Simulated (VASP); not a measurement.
# Sn4SeS3 (P4/mmm) in VASP: further runs, part 2 of 2

VASP 6.6.1. Earlier steps stand in the parts before.

### Step 3. Single point, PBE

INCAR

```
PREC = Accurate ; ENCUT = 520
EDIFF = 1E-6 ; ISMEAR = 0
SIGMA = 0.2 ; LREAL = False
LASPH = True ; NELM = 60
ALGO = Normal ; ISIF = 2
LWAVE = False ; LCHARG = False
GGA = PE ; NBANDS = 50
```

KPOINTS

```
Automatic mesh
0
Gamma
  6 6 2
```

POSCAR

```
Sn4SeS3
1.0
    4.1759823000      0.0000000000      0.0000000000
    0.0000000000      4.1759823000      0.0000000000
    0.0000000000      0.0000000000     11.8066659000
Sn Se S
4 1 3
Direct
    0.0000000000      0.0000000000      0.0000000000
    0.5000000000      0.5000000000      0.2447390000
    0.0000000000      0.0000000000      0.5000000000
    0.5000000000      0.5000000000      0.7552610000
    0.5000000000      0.5000000000      0.5000000000
    0.0000000000      0.0000000000      0.7518750000
    0.5000000000      0.5000000000      0.0000000000
    0.0000000000      0.0000000000      0.2481250000
```

Potentials or basis: VASP PAW PBE potentials, release 64 (Sn_d, Se, S).

The run is started by

```
$ cat potpaw_PBE.64/Sn_d/POTCAR potpaw_PBE.64/Se/POTCAR potpaw_PBE.64/S/POTCAR > POTCAR
$ mpirun -np 1 vasp_std > vasp.out
```

OUTCAR:

```text
PREC = Accurate
   ENCUT = 520
   EDIFF = 1E-6
   ISMEAR = 0
   LREAL = False
   LASPH = True
   NELM = 60
   ISIF = 2
   GGA = PE

 ion  position               nearest neighbor table
   1  0.000  0.000  0.000-   6 2.93   8 2.93   7 2.95   7 2.95   7 2.95   7 2.95
   2  0.500  0.500  0.245-   7 2.89   8 2.95   8 2.95   8 2.95   8 2.95   5 3.01
   3  0.000  0.000  0.500-   5 2.95   5 2.95   5 2.95   5 2.95   8 2.97   6 2.97
   4  0.500  0.500  0.755-   7 2.89   6 2.95   6 2.95   6 2.95   6 2.95   5 3.01
   5  0.500  0.500  0.500-   3 2.95   3 2.95   3 2.95   3 2.95   4 3.01   2 3.01
   6  0.000  0.000  0.752-   1 2.93   4 2.95   4 2.95   4 2.95   4 2.95   3 2.97
   7  0.500  0.500  0.000-   2 2.89   4 2.89   1 2.95   1 2.95   1 2.95   1 2.95
   8  0.000  0.000  0.248-   1 2.93   2 2.95   2 2.95   2 2.95   2 2.95   3 2.97

  LATTYP: Found a simple tetragonal cell.
 ALAT       =     4.1759823000
 C/A-ratio  =     2.8272787219

  Lattice vectors:

 A1 = (   4.1759823000,   0.0000000000,   0.0000000000)
 A2 = (   0.0000000000,   4.1759823000,   0.0000000000)
 A3 = (   0.0000000000,   0.0000000000,  11.8066659000)

Analysis of symmetry for initial positions (statically):
[... 187 lines left out ...]

 k-point     1 :       0.0000    0.0000    0.0000
  band No.  band energies     occupation
      1     -15.6536      2.00000
      2     -15.6500      2.00000
      3     -15.6357      2.00000
      4     -15.6348      2.00000
      5     -15.6348      2.00000
      6     -15.6122      2.00000
[... 1049 lines left out ...]
     49      10.9628      0.00000
     50      10.9629      0.00000

------------------------ aborting loop because EDIFF is reached ----------------------------------------

  FORCE on cell =-STRESS in cart. coord.  units (eV):
  Direction    XX          YY          ZZ          XY          YZ          ZX
  --------------------------------------------------------------------------------------
  -------------------------------------------------------------------------------------
  Total       -0.5031122     -0.5031122      0.1406538      0.0000000      0.0000000      0.0000000
  in kB       -3.9149917     -3.9149917      1.0945045      0.0000000      0.0000000      0.0000000
  external PRESSURE =      -2.2451596 kB  Pullay stress =       0.0000000 kB

 VOLUME and BASIS-vectors are now :
 -----------------------------------------------------------------------------
  energy-cutoff  :      520.00
  volume of cell :      205.89
      direct lattice vectors                 reciprocal lattice vectors
     4.175982300  0.000000000  0.000000000     0.239464617  0.000000000  0.000000000
     0.000000000  4.175982300  0.000000000     0.000000000  0.239464617  0.000000000
     0.000000000  0.000000000 11.806665900     0.000000000  0.000000000  0.084697916

 POSITION                                       TOTAL-FORCE (eV/Angst)
 -----------------------------------------------------------------------------------
      0.00000      0.00000      0.00000         0.000000      0.000000      0.000000
      2.08799      2.08799      2.88955         0.000000     -0.000000     -0.021179
      0.00000      0.00000      5.90333         0.000000      0.000000      0.000000
      2.08799      2.08799      8.91711        -0.000000     -0.000000      0.021179
      2.08799      2.08799      5.90333         0.000000      0.000000      0.000000
      0.00000      0.00000      8.87714         0.000000      0.000000      0.002247
      2.08799      2.08799      0.00000         0.000000      0.000000      0.000000
      0.00000      0.00000      2.92953         0.000000      0.000000     -0.002247
 -----------------------------------------------------------------------------------
    total drift:                                0.000000     -0.000000     -0.000000

  FREE ENERGIE OF THE ION-ELECTRON SYSTEM (eV)
  ---------------------------------------------------
  free  energy   TOTEN  =       -34.4904909356 eV

  energy  without entropy=      -34.4871673387  energy(sigma->0) =      -34.48882914
```

OSZICAR:

```text
N       E                     dE             d eps       ncg     rms          rms(c)
DAV:   1     0.883879132018E+03    0.88388E+03   -0.36613E+04  2122   0.208E+03
DAV:   2     0.124014332017E+03   -0.75986E+03   -0.73451E+03  2008   0.601E+02
DAV:   3    -0.239081697427E+02   -0.14792E+03   -0.14083E+03  2394   0.207E+02
DAV:   4    -0.352771924568E+02   -0.11369E+02   -0.11109E+02  2366   0.562E+01
DAV:   5    -0.357346428134E+02   -0.45745E+00   -0.45456E+00  2694   0.118E+01    0.988E+00
DAV:   6    -0.344504235526E+02    0.12842E+01   -0.26914E+00  2592   0.736E+00    0.651E+00
DAV:   7    -0.344929142537E+02   -0.42491E-01   -0.86940E-01  2602   0.295E+00    0.265E+00
DAV:   8    -0.344906774272E+02    0.22368E-02   -0.92284E-02  2602   0.175E+00    0.402E-01
DAV:   9    -0.344898226428E+02    0.85478E-03   -0.13764E-02  2454   0.610E-01    0.150E-01
DAV:  10    -0.344903265493E+02   -0.50391E-03   -0.20920E-03  2730   0.184E-01    0.864E-02
DAV:  11    -0.344904585999E+02   -0.13205E-03   -0.20464E-04  2550   0.722E-02    0.333E-02
DAV:  12    -0.344904865636E+02   -0.27964E-04   -0.72164E-05  2226   0.326E-02    0.120E-02
DAV:  13    -0.344904905653E+02   -0.40017E-05   -0.12955E-05  2100   0.168E-02    0.501E-03
DAV:  14    -0.344904909356E+02   -0.37029E-06   -0.19444E-06  1814   0.690E-03
   1 F= -.34490491E+02 E0= -.34488829E+02  d E =-.332360E-02
```

It took 2.7 min on 1 thread of Intel Xeon Platinum 8375C at 2.90GHz (Ice Lake), shared host; peak memory 0.38 GiB.

Results:

```
Free energy            : -34.4905 eV
Pressure               : -0.2 GPa
Largest force          : 0.021 eV/Å
Band gap on the k mesh : 0.43 eV
```

Forces in eV/Å, atoms in the order of the input:
```
Sn   0.000  0.000  0.000
Sn   0.000  0.000 -0.021
Sn   0.000  0.000  0.000
Sn   0.000  0.000  0.021
Se   0.000  0.000  0.000
S    0.000  0.000  0.002
S    0.000  0.000  0.000
S    0.000  0.000 -0.002
```

Stress tensor (GPa, compression positive):
```
-0.39  0.00  0.00
 0.00 -0.39  0.00
 0.00  0.00  0.11
```

Caveat: spin-orbit coupling is left out, which moves the levels of the heavy elements. A k mesh can miss the band edges.
